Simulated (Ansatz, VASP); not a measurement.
HfZr2S6: VASP beside Ansatz

```
CELL_PARAMETERS angstrom
-3.18211 5.51108 -0.05059
-6.36413 -0.00004 -0.02434
-3.15758 1.79362 6.88159
ATOMIC_POSITIONS crystal
Zr 0.83344 0.83346 0.49968
Zr 0.16662 0.16654 0.50021
Hf 0.49994 0.50000 0.50008
S 0.23554 0.90099 0.29036
S 0.89742 0.56976 0.29042
S 0.56621 0.23906 0.29040
S 0.43379 0.76103 0.70964
S 0.10247 0.43024 0.70961
S 0.76457 0.09892 0.70960
```

Change from the starting cell: cell x1, atoms moved at random (sigma 0.15 Å) and cell strained at random (1.5 %), then relaxed without symmetry.

Alike in both runs: functional PBE; k mesh 4 × 4 × 4; occupations gaussian, width 0.1 eV; no spin polarisation.

Ansatz relaxed the structure, and its values are those at the end. VASP's run is a single point on that final structure, the one shown.

|  | VASP | Ansatz |
| --- | --- | --- |
| version | VASP 6.6.1 | Ansatz 0.2.0 |
| potentials or method | VASP PAW PBE potentials, release 64 (Zr_sv, Hf_pv, S), cutoff 520 eV | scalar-relativistic, plane waves, PAW |
| valence electrons in the cell | 70 | 86 |

VASP gave:

```
gap on the k mesh at the Fermi level (eV) : 1.17
least direct gap on the mesh (eV)         : 1.60
pressure (GPa)                            : -0.2
rms of the force components (eV/Å)        : 0.018
```

Task: Which values does Ansatz return?

Result: gap on the k mesh at the Fermi level (eV): 1.17; least direct gap on the mesh (eV): 1.60; pressure (GPa): 0.0; rms of the force components (eV/Å): 0.002.

VASP's potentials hold 70 valence electrons a cell and Ansatz's 86, so a difference there can come from the potentials and not from the codes.

Neither program's run includes spin-orbit coupling.
